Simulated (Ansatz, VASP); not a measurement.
## One calculation of HfO2, two programs

POSCAR

```
HfO2
1.0
    0.0000000000      2.4920255963      2.4920255963
    2.4920255963      0.0000000000      2.4920255963
    2.4920255963      2.4920255963      0.0000000000
Hf O
1 2
Direct
    0.0000000000      0.0000000000      0.0000000000
    0.2500000000      0.2500000000      0.2500000000
    0.7500000000      0.7500000000      0.7500000000
```

INCAR.step1

```
SYSTEM = HfO2
PREC     = Accurate       ! precision mode
ENCUT    = 520            ! plane-wave cutoff, eV
EDIFF    = 1E-5           ! SCF threshold, eV
ISMEAR   = -1             ! smearing method
SIGMA    = 0.05           ! smearing width, eV
LREAL    = .FALSE.        ! projectors in reciprocal space
LASPH    = .TRUE.         ! aspherical terms in the spheres
NELM     = 80             ! most SCF steps
ALGO     = Normal         ! electronic algorithm
ISIF     = 2              ! what is computed and relaxed
LWAVE    = .TRUE.         ! write WAVECAR
LCHARG   = .FALSE.        ! write CHGCAR
NBANDS   = 18             ! bands
GGA      = PE             ! functional
```

The input INCAR.step2:

```
SYSTEM = HfO2
PREC     = Accurate       ! precision mode
ENCUT    = 520            ! plane-wave cutoff, eV
EDIFF    = 1E-6           ! SCF threshold, eV
ISMEAR   = -1             ! smearing method
SIGMA    = 0.05           ! smearing width, eV
LREAL    = .FALSE.        ! projectors in reciprocal space
LASPH    = .TRUE.         ! aspherical terms in the spheres
NELM     = 80             ! most SCF steps
ALGO     = Normal         ! electronic algorithm
ISIF     = 2              ! what is computed and relaxed
LWAVE    = .FALSE.        ! write WAVECAR
LCHARG   = .FALSE.        ! write CHGCAR
GGA      = PE             ! functional
LHFCALC  = .TRUE.         ! exact exchange
HFSCREEN = 0.2079         ! screening, 1/A
PRECFOCK = Normal       
NBANDS   = 18             ! bands
ISTART   = 1
```

File KPOINTS:

```
regular mesh
0
G
  4 4 4
  0 0 0
```

Input for Ansatz:

```yaml
crystal:
  lattice:
    - [0.0, 2.492025596266, 2.492025596266]
    - [2.492025596266, 0.0, 2.492025596266]
    - [2.492025596266, 2.492025596266, 0.0]
  atoms:
    - { symbol: Hf, position: [0.0, 0.0, 0.0] }
    - { symbol: O, position: [0.25, 0.25, 0.25] }
    - { symbol: O, position: [0.75, 0.75, 0.75] }
kpoints:
  mp_grid: { grid: [4, 4, 4] }
hamiltonian:
  xc: hse06
  pseudopotentials: { kind: paw }
scf:
  occupations: { method: fermi_dirac, width: 0.05 }
output:
  forces: true
  stress: true
  eigenvalues: true
```

Alike in both runs: task single point; functional HSE06; k mesh 4 × 4 × 4; occupations fermi-dirac, width 0.05 eV; no spin polarisation.

|  | VASP | Ansatz |
| --- | --- | --- |
| version | VASP 6.6.1 | Ansatz 0.2.0 development build |
| potentials or method | VASP PAW PBE potentials, release 64 (Hf_pv, O) | plane waves, PAW datasets (generated soft set 1) |
| plane-wave cutoff (eV) | 520 | 420 |
| valence electrons in the cell | 22 | 38 |

|  | VASP | Ansatz | Ansatz less VASP |
| --- | --- | --- | --- |
| gap on the k mesh at the Fermi level (eV) | 5.50 | 5.54 | +0.034 |

With one functional, cell and mesh, what is left measures potentials, basis and numerics. VASP's potentials hold 22 valence electrons a cell and Ansatz's 38, so a difference there can come from the potentials and not from the codes. Ansatz's warnings: stress exchange threshold loose, stress scf threshold loose.

The k mesh is coarse, so the values compare programs but aren't converged. Neither program's run includes spin-orbit coupling.
